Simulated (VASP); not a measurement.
Set up this calculation in VASP 6.6.1, as the native input.

| Quantity | Value |
| --- | --- |
| Task | relaxation of the atoms |
| Functional | PBE |
| Potentials or basis | VASP PAW PBE potentials, release 64 (Al, O) |
| Cutoff | 520 eV |
| k mesh | 6 × 6 × 6 |
| Occupations | gaussian, width 0.02 eV |
| Spin | no spin polarisation |
| Dipole correction | no |
| Further INCAR settings | ALGO = Normal; EDIFF = 1e-06; IBRION = 2; EDIFFG = -0.01; NSW = 60 |

The structure of Al2O3 lies in POSCAR:

```
Al2O3
1.0
    2.3802500000      1.3742379782      4.3318666667
   -2.3802500000      1.3742379782      4.3318666667
    0.0000000000     -2.7484759565      4.3318666667
Al O
4 6
Direct
    0.3521600000      0.3521600000      0.3521600000
    0.1478400000      0.1478400000      0.1478400000
    0.6478400000      0.6478400000      0.6478400000
    0.8521600000      0.8521600000      0.8521600000
    0.5566800000      0.9433200000      0.2500000000
    0.2500000000      0.5566800000      0.9433200000
    0.9433200000      0.2500000000      0.5566800000
    0.4433200000      0.0566800000      0.7500000000
    0.7500000000      0.4433200000      0.0566800000
    0.0566800000      0.7500000000      0.4433200000
```

One way to write it, as run:

INCAR

```
SYSTEM = Al2O3
PREC = Accurate ; ENCUT = 520
EDIFF = 1E-6 ; ISMEAR = 0
SIGMA = 0.02 ; LREAL = .False.
LASPH = .True. ; NELM = 60
ALGO = Normal ; ISIF = 2
LWAVE = .False. ; LCHARG = .False.
GGA = PE ; IBRION = 2
NSW = 60 ; EDIFFG = -0.01
LUSENCCL = .False.
```

KPOINTS

```
regular mesh
0
Gamma
  6 6 6
  0 0 0
```

Potentials or basis: VASP PAW PBE potentials, release 64 (Al, O).

Run with:

```sh
$ cat potpaw_PBE.64/Al/POTCAR potpaw_PBE.64/O/POTCAR > POTCAR
$ mpirun -np 1 vasp_std > vasp.out
```

Results of the run:

| Quantity | Value |
| --- | --- |
| Energy gained by relaxing | 0.0 meV/atom |
| Ionic steps | 2 |
| Pressure after relaxing | 7.2 GPa |
| Largest force after relaxing | 0.007 eV/Å |
| Band gap on the k mesh | 6.22 eV, direct |

It took 84 s on 1 × NVIDIA H100 80GB with 1 thread of AMD EPYC 7R13 Processor (Zen 3), on a shared host, peak memory 1.3 GiB.
